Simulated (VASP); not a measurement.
# KI (P6_3mc) in VASP: relaxation of cell and atoms with PBE

Aim: the relaxation of cell and atoms of KI with PBE.

Program: VASP 6.6.1. These are calculated values, not measurements. Logs are shortened: lines on timing, memory, paths and dates and some standing lists are left out, and cuts for length are marked.

## Step 1: The cell of the first run

The structure is hexagonal, space group P6_3mc (No. 186). Conventional cell: a = 5.314 Å, b = 5.314 Å, c = 8.678 Å, α = 90.00°, β = 90.00°, γ = 120.00°. Within 4.3 Å of K (site symmetry 3m) lie 4 I at 3.25 Å. Within 4.3 Å of I (site symmetry 3m) lie 4 K at 3.25 Å.

## Step 2: Relaxation of cell and atoms, PBE

INCAR reads:

```
PREC = Accurate
ENCUT = 600
EDIFF = 1E-6
ISMEAR = -1
SIGMA = 0.02
LREAL = F
LASPH = T
NELM = 80
ALGO = Normal
ISIF = 3
LWAVE = F
LCHARG = F
GGA = PE
IBRION = 2
NSW = 80
EDIFFG = -0.005
```

KPOINTS reads:

```
regular mesh
0
Gamma
  6 6 4
```

POSCAR reads:

```
KI
1.0
    5.3144129459      0.0000000000      0.0000000000
   -2.6572064730      4.6024166174      0.0000000000
    0.0000000000      0.0000000000      8.6784363407
K I
2 2
Direct
    0.3333333333      0.6666666667      0.0000000000
    0.6666666667      0.3333333333      0.5000000000
    0.3333333333      0.6666666667      0.3750000000
    0.6666666667      0.3333333333      0.8750000000
```

Potentials or basis: VASP PAW PBE potentials, release 64 (K_sv, I).

The run is started by

```
$ cat potpaw_PBE.64/K_sv/POTCAR potpaw_PBE.64/I/POTCAR > POTCAR
$ mpirun -np 1 vasp_std > vasp.out
```

OUTCAR:

```text
PREC = Accurate
   ENCUT = 600
   EDIFF = 1E-6
   ISMEAR = -1
   LREAL = F
   LASPH = T
   NELM = 80
   ISIF = 3
   GGA = PE
   IBRION = 2
   NSW = 80
   EDIFFG = -0.005

 ion  position               nearest neighbor table
   1  0.333  0.667  0.000-   4 3.25   4 3.25   4 3.25   3 3.25
   2  0.667  0.333  0.500-   3 3.25   3 3.25   3 3.25   4 3.25
   3  0.333  0.667  0.375-   2 3.25   2 3.25   2 3.25   1 3.25
   4  0.667  0.333  0.875-   1 3.25   1 3.25   1 3.25   2 3.25

  LATTYP: Found a hexagonal cell.
 ALAT       =     5.3144129459
 C/A-ratio  =     1.6330000000

  Lattice vectors:

 A1 = (   5.3144129459,   0.0000000000,   0.0000000000)
 A2 = (  -2.6572064730,   4.6024166174,   0.0000000000)
 A3 = (   0.0000000000,   0.0000000000,   8.6784363407)

Analysis of symmetry for initial positions (statically):
=====================================================================
 Subroutine PRICEL returns:
 Original cell was already a primitive cell.

 Routine SETGRP: Setting up the symmetry group for a
 hexagonal supercell.

 Subroutine GETGRP returns: Found 12 space group operations
 (whereof  6 operations were pure point group operations)
 out of a pool of 24 trial point group operations.

The static configuration has the point symmetry C_3v.
 The point group associated with its full space group is C_6v.

Analysis of symmetry for dynamics (positions and initial velocities):
=====================================================================
 Subroutine PRICEL returns:
 Original cell was already a primitive cell.

 Routine SETGRP: Setting up the symmetry group for a
 hexagonal supercell.

 Subroutine GETGRP returns: Found 12 space group operations
 (whereof  6 operations were pure point group operations)
 out of a pool of 24 trial point group operations.

The dynamic configuration has the point symmetry C_3v.
 The point group associated with its full space group is C_6v.

 Subroutine INISYM returns: Found 12 space group operations
 (whereof  6 operations are pure point group operations),
 and found     1 'primitive' translations

----------------------------------------------------------------------------------------

                                     Primitive cell

  volume of cell :     212.2671

  direct lattice vectors                    reciprocal lattice vectors
     5.314412946  0.000000000  0.000000000     0.188167538  0.108638579  0.000000000
    -2.657206473  4.602416617  0.000000000     0.000000000  0.217277157  0.000000000
     0.000000000  0.000000000  8.678436341     0.000000000  0.000000000  0.115228131

  length of vectors
     5.314412946  5.314412946  8.678436341     0.217277157  0.217277157  0.115228131

  position of ions in fractional coordinates (direct lattice)
     0.333333333  0.666666667  0.000000000
     0.666666667  0.333333333  0.500000000
     0.333333333  0.666666667  0.375000000
     0.666666667  0.333333333  0.875000000

  ion indices of the primitive-cell ions
   primitive index   ion index
                 1           1
                 2           2
                 3           3
                 4           4

----------------------------------------------------------------------------------------

 KPOINTS: regular mesh

Automatic generation of k-mesh.
 Grid dimensions read from file:
 generate k-points for:    6    6    4

 Generating k-lattice:

  Cartesian coordinates                     Fractional coordinates (reciprocal lattice)
     0.031361256  0.018106430  0.000000000     0.166666667  0.000000000  0.000000000
     0.000000000  0.036212860  0.000000000     0.000000000  0.166666667  0.000000000
     0.000000000  0.000000000  0.028807033     0.000000000  0.000000000  0.250000000

  Length of vectors
     0.036212860  0.036212860  0.028807033

  Shift w.r.t. Gamma in fractional coordinates (k-lattice)
     0.000000000  0.000000000  0.000000000

 Subroutine IBZKPT returns following result:
 ===========================================

 Found     21 irreducible k-points:

 Following reciprocal coordinates:
            Coordinates               Weight
  0.000000  0.000000  0.000000      1.000000
  0.166667  0.000000  0.000000      6.000000
  0.333333  0.000000  0.000000      6.000000
  0.500000  0.000000  0.000000      3.000000
  0.166667  0.166667  0.000000      6.000000
  0.333333  0.166667  0.000000     12.000000
[... 13 lines left out ...]
  0.333333  0.166667  0.500000     12.000000
  0.333333  0.333333  0.500000      2.000000
   k-points           NKPTS =     21   k-points in BZ     NKDIM =     21   number of bands    NBANDS=     20
   number of dos      NEDOS =    301   number of ions     NIONS =      4
   total plane-waves  NPLWV = 123480
   dimension x,y,z NGX =    42 NGY =   42 NGZ =   70
   dimension x,y,z NGXF=    84 NGYF=   84 NGZF=  140
   ions per type =               2   2
   NGX,Y,Z   is equivalent  to a cutoff of  13.14, 13.14, 13.41 a.u.
   NGXF,Y,Z  is equivalent  to a cutoff of  26.28, 26.28, 26.82 a.u.
 SYSTEM =  unknown system
   PREC   = accura    normal or accurate (medium, high low for compatibility)
   ISTART =      0    job   : 0-new  1-cont  2-samecut
   ICHARG =      2    charge: 1-file 2-atom 10-const
   ISPIN  =      1    spin polarized calculation?
   LNONCOLLINEAR =      F non collinear calculations
   LSORBIT =      F    spin-orbit coupling
   LASPH  =      T    aspherical Exc in radial PAW
   ENCUT  =  600.0 eV  44.10 Ry    6.64 a.u.  10.61 10.61 17.33*2*pi/ulx,y,z
   NELM   =     80;   NELMIN=  2; NELMDL= -5     # of ELM steps
   EDIFF  = 0.1E-05   stopping-criterion for ELM
   LREAL  =      F    real-space projection
   EDIFFG = -.5E-02   stopping-criterion for IOM
   NSW    =     80    number of steps for IOM
   IBRION =      2    ionic relax: 0-MD 1-quasi-New 2-CG
   NFREE  =      1    steps in history (QN), initial steepest desc. (CG)
   ISIF   =      3    stress and relaxation
   ISYM   =      2    0-nonsym 1-usesym 2-fastsym
   POTIM  = 0.5000    time-step for ionic-motion
   TEBEG  =    0.0;   TEEND  =   0.0 temperature during run
   PSTRESS=    0.0 pullay stress
   NELECT =      32.0000    total number of electrons
   NUPDOWN=      -1.0000    fix difference up-down
   EMIN   =  10.00;   EMAX   =-10.00  energy-range for DOS
   EFERMI =   0.00;   METHOD = LEGACY
   ISMEAR =    -1;   SIGMA  =   0.02  broadening in eV -4-tet -1-fermi 0-gaus
   EFERMI_NEDOS =   21; number of points for ismear=-14 and -15
   IALGO  =     38    algorithm
   IMIX   =      4    mixing-type and parameters
     AMIX     =   0.40;   BMIX     =  1.00
     AMIX_MAG =   1.60;   BMIX_MAG =  1.00
  volume/ion in A,a.u.               =      53.07       358.11
  Fermi-wavevector in a.u.,A,eV,Ry     =   0.871292  1.646504 10.328869  0.759150
  Thomas-Fermi vector in A             =   1.990379
   LORBIT       =      0    0 simple, 1 ext, 2 COOP (PROOUT), +10 PAW based schemes
   GGA     = PE    functional components
   LHFCALC =     F    Hartree Fock is set to
   AEXX    =    0.0000 exact exchange contribution
   IVDW    =     0    specifies the selected vdW correction
   LEPSILON=     F    determine dielectric tensor
   LRPA    =     F    only Hartree local field effects (RPA)
 conjugate gradient relaxation of ions
 non-spin polarized calculation
  energy-cutoff  :      600.00
  volume of cell :      212.27
 maximum number of plane-waves:      7115
   NGX = 21   NGY = 21   NGZ = 35

--------------------------------------- Ionic step        1  -------------------------------------------

 number of electron      32.0000002 magnetization

 Free energy of the ion-electron system (eV)
  ---------------------------------------------------
  ext. energy  EPLUGINS =         0.00000000
  ---------------------------------------------------
  free energy    TOTEN  =       -10.56216360 eV

  energy without entropy =      -10.56216360  energy(sigma->0) =      -10.56216360

------------------------ aborting loop because EDIFF is reached ----------------------------------------

  FORCE on cell =-STRESS in cart. coord.  units (eV):
  Direction    XX          YY          ZZ          XY          YZ          ZX
  --------------------------------------------------------------------------------------
  -------------------------------------------------------------------------------------
  Total        2.7702342      2.7702342      2.5728169     -0.0000000     -0.0000000      0.0000000
  in kB       20.9095345     20.9095345     19.4194424     -0.0000000     -0.0000000      0.0000000
  external PRESSURE =      20.4128371 kB  Pullay stress =       0.0000000 kB
[... 95 lines left out ...]
  FREE ENERGIE OF THE ION-ELECTRON SYSTEM (eV)
  ---------------------------------------------------
  free  energy   TOTEN  =       -10.7910706115 eV

  energy  without entropy=      -10.7910706115  energy(sigma->0) =      -10.79107061

[... ionic steps 4 to 27 ...]

--------------------------------------- Ionic step       28  -------------------------------------------

 number of electron      32.0000000 magnetization

------------------------ aborting loop because EDIFF is reached ----------------------------------------

  FORCE on cell =-STRESS in cart. coord.  units (eV):
  Direction    XX          YY          ZZ          XY          YZ          ZX
  --------------------------------------------------------------------------------------
  -------------------------------------------------------------------------------------
  Total        0.0251642      0.0251642      0.1034289     -0.0000000      0.0000000      0.0000000
  in kB        0.1765912      0.1765912      0.7258192     -0.0000000      0.0000000      0.0000000
  external PRESSURE =       0.3596672 kB  Pullay stress =       0.0000000 kB
[... 61 lines left out ...]
  energy  without entropy=      -10.9697907389  energy(sigma->0) =      -10.96979074

--------------------------------------- Ionic step       30  -------------------------------------------

 number of electron      32.0000000 magnetization

 Free energy of the ion-electron system (eV)
  ---------------------------------------------------
  ext. energy  EPLUGINS =         0.00000000
  ---------------------------------------------------
  free energy    TOTEN  =       -10.96980947 eV

  energy without entropy =      -10.96980947  energy(sigma->0) =      -10.96980947

 E-fermi :  -1.1652     XC(G=0):  -6.0365

 val. band max:       -1.5919846294   @ k =   0.0000   0.0000   0.0000
 cond. band min:       2.1555414515   @ k =   0.0000   0.0000   0.0000
 fundamental gap:      3.7475260809
 Fermi energy:        -1.1652206418

 k-point     1 :       0.0000    0.0000    0.0000
  band No.  band energies     occupation
      1     -30.2798      2.00000
      2     -30.2779      2.00000
      3     -13.7864      2.00000
      4     -13.7848      2.00000
      5     -13.7848      2.00000
      6     -13.7718      2.00000
[... 12 lines left out ...]
     19       4.7691      0.00000
[... 490 lines left out ...]
  FREE ENERGIE OF THE ION-ELECTRON SYSTEM (eV)
  ---------------------------------------------------
  free  energy   TOTEN  =       -10.9698094743 eV

  energy  without entropy=      -10.9698094743  energy(sigma->0) =      -10.96980947

 reached required accuracy - stopping structural energy minimisation
```

Wall time 66 min (1 thread of Oxide Virtual Turin-like, shared host); peak memory 0.39 GiB.

Results:

| Property | Result |
| --- | --- |
| Free energy | -10.9698 eV |
| Relaxed volume | 57.27 Å³/atom |
| Relaxed cell | a = 6.094 Å, b = 6.094 Å, c = 7.122 Å, α = 90.00°, β = 90.00°, γ = 120.00° |
| Space group after relaxing (to 0.1 Å) | P6_3/mmc (No. 194) |
| Energy gained by relaxing | 101.9 meV/atom |
| Ionic steps | 30 |
| Pressure after relaxing | 0.0 GPa |
| Band gap on the k mesh | 3.75 eV |

The path:
| step | energy change (eV) | largest force (eV/Å) | pressure (GPa) | volume (Å³) |
| --- | --- | --- | --- | --- |
| 1 | 0.0000 | 0.0169 | 2.04 | 212.27 |
| 2 | -0.1826 | 0.0211 | 0.78 | 233.72 |
| 3 | -0.2289 | 0.0211 | 0.15 | 250.26 |
| 4 | -0.2313 | 0.0211 | 0.02 | 254.81 |
| 5 | -0.2313 | 0.0210 | -0.01 | 255.72 |
| 6 | -0.2315 | 0.0226 | -0.01 | 255.71 |
| 7 | -0.2322 | 0.0267 | -0.01 | 255.69 |
| 8 | -0.2332 | 0.0363 | -0.01 | 255.63 |
| 9 | -0.2342 | 0.0578 | -0.01 | 255.47 |
| 10 | -0.2344 | 0.0566 | -0.01 | 255.43 |
| 11 | -0.2351 | 0.0531 | -0.01 | 255.32 |
| 12 | -0.2365 | 0.0471 | -0.01 | 255.09 |
| 13 | -0.2389 | 0.0357 | -0.01 | 254.62 |
| 14 | -0.2432 | 0.0190 | -0.02 | 253.62 |
| 15 | -0.2538 | 0.0063 | -0.07 | 251.38 |
| 16 | -0.3055 | 0.0397 | -0.24 | 245.91 |
| 17 | -0.2423 | 0.4945 | 0.47 | 230.82 |
| 18 | -0.3135 | 0.0955 | -0.21 | 244.39 |
| 19 | -0.3904 | 0.0811 | -0.26 | 238.16 |
| 20 | -0.3918 | 0.0363 | -0.10 | 234.63 |
| 21 | -0.3981 | 0.0501 | -0.22 | 236.70 |
| 22 | -0.3989 | 0.0313 | -0.19 | 236.12 |
| 23 | -0.3967 | 0.0468 | -0.05 | 232.40 |
| 24 | -0.3999 | 0.0055 | -0.15 | 234.71 |
| 25 | -0.4040 | 0.0039 | -0.09 | 232.62 |
| 26 | -0.4070 | 0.0003 | 0.08 | 226.93 |
| 27 | -0.4075 | 0.0008 | 0.03 | 228.43 |
| 28 | -0.4075 | 0.0006 | 0.04 | 228.31 |
| 29 | -0.4076 | 0.0004 | 0.01 | 228.86 |
| 30 | -0.4076 | 0.0004 | 0.00 | 229.06 |

Final structure:
```xyz
4
Lattice="6.0943 0.0000 0.0000 -3.0471 5.2778 0.0000 0.0000 0.0000 7.1216" Properties=species:S:1:pos:R:3 pbc="T T T"
K     0.0000    3.5185    6.6767
K     3.0471    1.7593    3.1159
I     0.0000    3.5185    3.1155
I     3.0471    1.7593    6.6763
```

Levels at points of the mesh, in eV from the valence-band top:
| k point | band 14 | band 15 | band 16 | band 17 | band 18 | band 19 |
| --- | --- | --- | --- | --- | --- | --- |
| (0.00, 0.00, 0.00) | -0.26 | -0.26 | 0.00 | 3.75 | 5.72 | 6.36 |
| (0.50, 0.00, 0.00) | -0.48 | -0.29 | -0.15 | 5.34 | 5.51 | 5.84 |
| (0.00, 0.00, 0.50) | -0.40 | -0.40 | -0.40 | 4.89 | 4.89 | 6.93 |
| (0.50, 0.00, 0.50) | -0.38 | -0.25 | -0.25 | 5.43 | 5.43 | 7.02 |

Caveat: the structure was generated, so it needn't be the stable form of KI; a cell axis changed by over 15 % at a fixed basis, so the end point is rough; spin-orbit coupling is left out, which moves the levels of the heavy elements.
